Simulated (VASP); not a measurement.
# Sb2Se3 (Pnma) in VASP: single point with LDA

Aim: the single point of Sb2Se3 with LDA.

All numbers are computed with VASP 6.6.1; they aren't measurements. Logs are shortened: lines on timing, memory, paths and dates and some standing lists are left out, and cuts for length are marked.

## Step 1: The cell of the first run

The structure is orthorhombic, space group Pnma (No. 62). The conventional cell has a = 11.562 Å, b = 3.956 Å, c = 11.205 Å, α = 90.00°, β = 90.00°, γ = 90.00°. Sb (site symmetry m) has 7 Se at 2.70 to 3.52 Å within 3.6 Å. Sb (site symmetry m) has 7 Se at 2.62 to 3.36 Å within 3.5 Å. Within 3.5 Å of Se (site symmetry m) lie 5 Sb at 2.62 to 3.08 Å. Se (site symmetry m) has 5 Sb at 2.70 to 3.36 Å and 3 Se at 3.33 to 3.56 Å within 3.6 Å. Within 3.6 Å of Se (site symmetry m) lie 4 Sb at 2.70 to 3.52 Å and 3 Se at 3.33 to 3.56 Å.

## Step 2: Single point, LDA

File INCAR:

```
SYSTEM = Sb2Se3
ALGO     = Normal         ! electronic algorithm
EDIFF    = 1E-6           ! SCF threshold, eV
ENCUT    = 520            ! plane-wave cutoff, eV
GGA      = CA             ! functional
ISIF     = 2              ! what is computed and relaxed
ISMEAR   = 0              ! smearing method
KPAR     = 4            
LASPH    = .True.         ! aspherical terms in the spheres
LCHARG   = .False.        ! write CHGCAR
LREAL    = Auto         
LWAVE    = .False.        ! write WAVECAR
NBANDS   = 72             ! bands
NELM     = 100            ! most SCF steps
PREC     = Accurate       ! precision mode
SIGMA    = 0.01           ! smearing width, eV
```

File KPOINTS:

```
k-points
0
Gamma
  2 7 2
  0 0 0
```

File POSCAR:

```
Sb2Se3
1.0
   11.5616095672      0.0000000000      0.0000000000
    0.0000000000      3.9560841787      0.0000000000
    0.0000000000      0.0000000000     11.2054426966
Sb Se
8 12
Direct
    0.0201287138      0.2500000000      0.3286820736
    0.9798712862      0.7500000000      0.6713179264
    0.4798712862      0.7500000000      0.8286820736
    0.5201287138      0.2500000000      0.1713179264
    0.1525166663      0.7500000000      0.0382502753
    0.8474833337      0.2500000000      0.9617497247
    0.3474833337      0.2500000000      0.5382502753
    0.6525166663      0.7500000000      0.4617497247
    0.0545605498      0.2500000000      0.8672405613
    0.9454394502      0.7500000000      0.1327594387
    0.4454394502      0.7500000000      0.3672405613
    0.5545605498      0.2500000000      0.6327594387
    0.1296050138      0.7500000000      0.4467500103
    0.8703949862      0.2500000000      0.5532499897
    0.3703949862      0.2500000000      0.9467500103
    0.6296050138      0.7500000000      0.0532499897
    0.2165240990      0.2500000000      0.1977652163
    0.7834759010      0.7500000000      0.8022347837
    0.2834759010      0.7500000000      0.6977652163
    0.7165240990      0.2500000000      0.3022347837
```

Potentials or basis: VASP PAW LDA potentials, release 64 (Sb, Se).

Run with:

```bash
cat potpaw_LDA.64/Sb/POTCAR potpaw_LDA.64/Se/POTCAR > POTCAR
mpirun -np 4 vasp_std > vasp.out
```

OUTCAR:

```text
SYSTEM = Sb2Se3
   EDIFF = 1E-6
   ENCUT = 520
   GGA = CA
   ISIF = 2
   ISMEAR = 0
   LASPH = .True.
   LREAL = Auto
   NELM = 100
   PREC = Accurate

 ion  position               nearest neighbor table
   1  0.020  0.250  0.329-  13 2.70  13 2.70  17 2.70  14 3.05  10 3.08  10 3.08
   2  0.980  0.750  0.671-  14 2.70  14 2.70  18 2.70  13 3.05   9 3.08   9 3.08
   3  0.480  0.750  0.829-  15 2.70  15 2.70  19 2.70  16 3.05  12 3.08  12 3.08
   4  0.520  0.250  0.171-  16 2.70  16 2.70  20 2.70  15 3.05  11 3.08  11 3.08
   5  0.153  0.750  0.038-  10 2.62  17 2.77  17 2.77   9 2.98   9 2.98
   6  0.847  0.250  0.962-   9 2.62  18 2.77  18 2.77  10 2.98  10 2.98
   7  0.347  0.250  0.538-  12 2.62  19 2.77  19 2.77  11 2.98  11 2.98
   8  0.653  0.750  0.462-  11 2.62  20 2.77  20 2.77  12 2.98  12 2.98
   9  0.055  0.250  0.867-   6 2.62   5 2.98   5 2.98   2 3.08   2 3.08
  10  0.945  0.750  0.133-   5 2.62   6 2.98   6 2.98   1 3.08   1 3.08
  11  0.445  0.750  0.367-   8 2.62   7 2.98   7 2.98   4 3.08   4 3.08
  12  0.555  0.250  0.633-   7 2.62   8 2.98   8 2.98   3 3.08   3 3.08
  13  0.130  0.750  0.447-   1 2.70   1 2.70   2 3.05
  14  0.870  0.250  0.553-   2 2.70   2 2.70   1 3.05
  15  0.370  0.250  0.947-   3 2.70   3 2.70   4 3.05
  16  0.630  0.750  0.053-   4 2.70   4 2.70   3 3.05
  17  0.217  0.250  0.198-   1 2.70   5 2.77   5 2.77
  18  0.783  0.750  0.802-   2 2.70   6 2.77   6 2.77
  19  0.283  0.750  0.698-   3 2.70   7 2.77   7 2.77
  20  0.717  0.250  0.302-   4 2.70   8 2.77   8 2.77

  LATTYP: Found a simple orthorhombic cell.
 ALAT       =     3.9560841787
 B/A-ratio  =     2.8324581051
 C/A-ratio  =     2.9224882598

  Lattice vectors:

 A1 = (   0.0000000000,   3.9560841787,   0.0000000000)
 A2 = (   0.0000000000,   0.0000000000,  11.2054426966)
 A3 = (  11.5616095672,   0.0000000000,   0.0000000000)

Analysis of symmetry for initial positions (statically):
=====================================================================
 Subroutine PRICEL returns:
 Original cell was already a primitive cell.

 Routine SETGRP: Setting up the symmetry group for a
 simple orthorhombic supercell.

 Subroutine GETGRP returns: Found  8 space group operations
 (whereof  2 operations were pure point group operations)
 out of a pool of  8 trial point group operations.

The static configuration has the point symmetry S_2 .
 The point group associated with its full space group is D_2h.

Analysis of symmetry for dynamics (positions and initial velocities):
=====================================================================
 Subroutine PRICEL returns:
 Original cell was already a primitive cell.

 Routine SETGRP: Setting up the symmetry group for a
 simple orthorhombic supercell.

 Subroutine GETGRP returns: Found  8 space group operations
 (whereof  2 operations were pure point group operations)
 out of a pool of  8 trial point group operations.

The dynamic configuration has the point symmetry S_2 .
 The point group associated with its full space group is D_2h.

 Subroutine INISYM returns: Found  8 space group operations
 (whereof  2 operations are pure point group operations),
 and found     1 'primitive' translations

----------------------------------------------------------------------------------------

                                     Primitive cell

  volume of cell :     512.5224

  direct lattice vectors                    reciprocal lattice vectors
    11.561609567  0.000000000  0.000000000     0.086493147  0.000000000  0.000000000
     0.000000000  3.956084179  0.000000000     0.000000000  0.252775208  0.000000000
     0.000000000  0.000000000 11.205442697     0.000000000  0.000000000  0.089242347

  length of vectors
    11.561609567  3.956084179 11.205442697     0.086493147  0.252775208  0.089242347

  position of ions in fractional coordinates (direct lattice)
     0.020128714  0.250000000  0.328682074
     0.979871286  0.750000000  0.671317926
     0.479871286  0.750000000  0.828682074
     0.520128714  0.250000000  0.171317926
     0.152516666  0.750000000  0.038250275
     0.847483334  0.250000000  0.961749725
[... 12 lines left out ...]
     0.283475901  0.750000000  0.697765216
     0.716524099  0.250000000  0.302234784

  ion indices of the primitive-cell ions
   primitive index   ion index
                 1           1
                 2           2
                 3           3
                 4           4
                 5           5
                 6           6
[... 12 lines left out ...]
                19          19
                20          20

----------------------------------------------------------------------------------------

 KPOINTS: k-points

Automatic generation of k-mesh.
 Grid dimensions read from file:
 generate k-points for:    2    7    2

 Generating k-lattice:

  Cartesian coordinates                     Fractional coordinates (reciprocal lattice)
     0.043246574  0.000000000  0.000000000     0.500000000  0.000000000  0.000000000
     0.000000000  0.036110744  0.000000000     0.000000000  0.142857143  0.000000000
     0.000000000  0.000000000  0.044621173     0.000000000  0.000000000  0.500000000

  Length of vectors
     0.043246574  0.036110744  0.044621173

  Shift w.r.t. Gamma in fractional coordinates (k-lattice)
     0.000000000  0.000000000  0.000000000

 Subroutine IBZKPT returns following result:
 ===========================================

 Found     16 irreducible k-points:

 Following reciprocal coordinates:
            Coordinates               Weight
  0.000000  0.000000  0.000000      1.000000
  0.500000  0.000000  0.000000      1.000000
  0.000000  0.142857  0.000000      2.000000
  0.500000  0.142857  0.000000      2.000000
  0.000000  0.285714  0.000000      2.000000
  0.500000  0.285714  0.000000      2.000000
[... 8 lines left out ...]
  0.000000  0.428571  0.500000      2.000000
  0.500000  0.428571  0.500000      2.000000
   k-points           NKPTS =     16   k-points in BZ     NKDIM =     16   number of bands    NBANDS=     72
   number of dos      NEDOS =    301   number of ions     NIONS =     20
   total plane-waves  NPLWV = 226800
   dimension x,y,z NGX =    90 NGY =   30 NGZ =   84
   dimension x,y,z NGXF=   180 NGYF=   60 NGZF=  168
   ions per type =               8  12
   NGX,Y,Z   is equivalent  to a cutoff of  12.94, 12.61, 12.46 a.u.
   NGXF,Y,Z  is equivalent  to a cutoff of  25.88, 25.21, 24.92 a.u.
 SYSTEM =  Sb2Se3
   PREC   = accura    normal or accurate (medium, high low for compatibility)
   ISTART =      0    job   : 0-new  1-cont  2-samecut
   ICHARG =      2    charge: 1-file 2-atom 10-const
   ISPIN  =      1    spin polarized calculation?
   LNONCOLLINEAR =      F non collinear calculations
   LSORBIT =      F    spin-orbit coupling
   LASPH  =      T    aspherical Exc in radial PAW
   ENCUT  =  520.0 eV  38.22 Ry    6.18 a.u.  21.50  7.36 20.83*2*pi/ulx,y,z
   NELM   =    100;   NELMIN=  2; NELMDL= -5     # of ELM steps
   EDIFF  = 0.1E-05   stopping-criterion for ELM
   LREAL  =      T    real-space projection
   EDIFFG = 0.1E-04   stopping-criterion for IOM
   NSW    =      0    number of steps for IOM
[... 5 lines left out ...]
   TEBEG  =    0.0;   TEEND  =   0.0 temperature during run
   PSTRESS=    0.0 pullay stress
   NELECT =     112.0000    total number of electrons
   NUPDOWN=      -1.0000    fix difference up-down
   EMIN   =  10.00;   EMAX   =-10.00  energy-range for DOS
   EFERMI =   0.00;   METHOD = LEGACY
   ISMEAR =     0;   SIGMA  =   0.01  broadening in eV -4-tet -1-fermi 0-gaus
   EFERMI_NEDOS =   21; number of points for ismear=-14 and -15
   IALGO  =     38    algorithm
   IMIX   =      4    mixing-type and parameters
     AMIX     =   0.40;   BMIX     =  1.00
     AMIX_MAG =   1.60;   BMIX_MAG =  1.00
  volume/ion in A,a.u.               =      25.63       172.93
  Fermi-wavevector in a.u.,A,eV,Ry     =   0.986075  1.863411 13.229539  0.972344
  Thomas-Fermi vector in A             =   2.117429
   LORBIT       =      0    0 simple, 1 ext, 2 COOP (PROOUT), +10 PAW based schemes
   GGA     = CA    functional components
   LHFCALC =     F    Hartree Fock is set to
   AEXX    =    0.0000 exact exchange contribution
   IVDW    =     0    specifies the selected vdW correction
   LEPSILON=     F    determine dielectric tensor
   LRPA    =     F    only Hartree local field effects (RPA)
 non-spin polarized calculation
 Gauss-broadening in eV      SIGMA  =   0.01
  energy-cutoff  :      520.00
  volume of cell :      512.52
 maximum number of plane-waves:     13861
 NGX is ok and might be reduce to    90
   NGX = 43   NGY = 15   NGZ = 41

 number of electron     111.9999995 magnetization

 Free energy of the ion-electron system (eV)
  ---------------------------------------------------
  ext. energy  EPLUGINS =         0.00000000
  ---------------------------------------------------
  free energy    TOTEN  =       -93.38125366 eV

  energy without entropy =      -93.38125366  energy(sigma->0) =      -93.38125366

 E-fermi :   5.3055     XC(G=0):  -9.8845

 val. band max:        5.2509186824   @ k =   0.5000   0.0000   0.0000
 cond. band min:       6.0889332376   @ k =   0.0000   0.1429   0.0000
 fundamental gap:      0.8380145552
 Fermi energy:         5.3054943207

 k-point     1 :       0.0000    0.0000    0.0000
  band No.  band energies     occupation
      1      -9.2705      2.00000
      2      -8.8460      2.00000
      3      -8.5550      2.00000
      4      -8.4425      2.00000
      5      -8.3982      2.00000
      6      -8.0696      2.00000
[... 60 lines left out ...]
     67       7.6871      0.00000
     68       7.7531      0.00000

 k-point     2 :       0.5000    0.0000    0.0000
  band No.  band energies     occupation
      1      -9.1144      2.00000
      2      -9.1144      2.00000
      3      -8.4429      2.00000
      4      -8.4429      2.00000
      5      -8.2686      2.00000
      6      -8.2686      2.00000
[... 983 lines left out ...]
     67       8.2681      0.00000
     68       8.2681      0.00000

 k-point    16 :       0.5000    0.4286    0.5000
  band No.  band energies     occupation
      1      -7.9347      2.00000
      2      -7.9347      2.00000
      3      -7.7960      2.00000
      4      -7.7960      2.00000
      5      -7.4076      2.00000
      6      -7.4076      2.00000
[... 60 lines left out ...]
     67       8.3848      0.00000
     68       8.3848      0.00000
 [bands above 68 left out]

------------------------ aborting loop because EDIFF is reached ----------------------------------------

  FORCE on cell =-STRESS in cart. coord.  units (eV):
  Direction    XX          YY          ZZ          XY          YZ          ZX
  --------------------------------------------------------------------------------------
  -------------------------------------------------------------------------------------
  Total        0.8708880      0.6710898      0.7039391      0.0000000      0.0000000      0.0000000
  in kB        2.7224509      2.0978692      2.2005580      0.0000000      0.0000000      0.0000000
  external PRESSURE =       2.3402927 kB  Pullay stress =       0.0000000 kB

 VOLUME and BASIS-vectors are now :
 -----------------------------------------------------------------------------
  energy-cutoff  :      520.00
  volume of cell :      512.52
      direct lattice vectors                 reciprocal lattice vectors
    11.561609567  0.000000000  0.000000000     0.086493147  0.000000000  0.000000000
     0.000000000  3.956084179  0.000000000     0.000000000  0.252775208  0.000000000
     0.000000000  0.000000000 11.205442697     0.000000000  0.000000000  0.089242347

 POSITION                                       TOTAL-FORCE (eV/Angst)
 -----------------------------------------------------------------------------------
      0.23272      0.98902      3.68303        -0.058760      0.000000     -0.020107
     11.32889      2.96706      7.52241         0.058760      0.000000      0.020107
      5.54808      2.96706      9.28575         0.058760     -0.000000     -0.020107
      6.01353      0.98902      1.91969        -0.058760     -0.000000      0.020107
      1.76334      2.96706      0.42861         0.039198      0.000000     -0.051882
      9.79827      0.98902     10.77683        -0.039198     -0.000000      0.051882
[... 12 lines left out ...]
      3.27744      2.96706      7.81877        -0.035647      0.000000      0.024954
      8.28417      0.98902      3.38667         0.035647      0.000000     -0.024954
 -----------------------------------------------------------------------------------
    total drift:                                0.000000      0.000000      0.000000

  FREE ENERGIE OF THE ION-ELECTRON SYSTEM (eV)
  ---------------------------------------------------
  free  energy   TOTEN  =       -93.3812536617 eV

  energy  without entropy=      -93.3812536617  energy(sigma->0) =      -93.38125366
```

Run time: 5.1 min. Hardware: 4 MPI ranks of Intel Xeon Platinum 8259CL at 2.50GHz (Skylake/Cascade Lake), shared host; peak memory 0.61 GiB.

What came out:

| Quantity | Value |
| --- | --- |
| Free energy | -93.3813 eV |
| Pressure | 0.2 GPa |
| Largest force | 0.065 eV/Å |
| Band gap on the k mesh | 0.84 eV (least direct gap 0.95 eV) |

Forces on the atoms (eV/Å):
```
Sb  -0.059  0.000 -0.020
Sb   0.059  0.000  0.020
Sb   0.059  0.000 -0.020
Sb  -0.059  0.000  0.020
Sb   0.039  0.000 -0.052
Sb  -0.039  0.000  0.052
Sb  -0.039  0.000 -0.052
Sb   0.039  0.000  0.052
Se   0.044  0.000 -0.031
Se  -0.044  0.000  0.031
Se  -0.044  0.000 -0.031
Se   0.044  0.000  0.031
Se   0.040  0.000  0.028
Se  -0.040  0.000 -0.028
Se  -0.040  0.000  0.028
Se   0.040  0.000 -0.028
Se   0.036  0.000  0.025
Se  -0.036  0.000 -0.025
Se  -0.036  0.000  0.025
Se   0.036  0.000 -0.025
```

Caveat: spin-orbit coupling is left out, which moves the levels of the heavy elements.
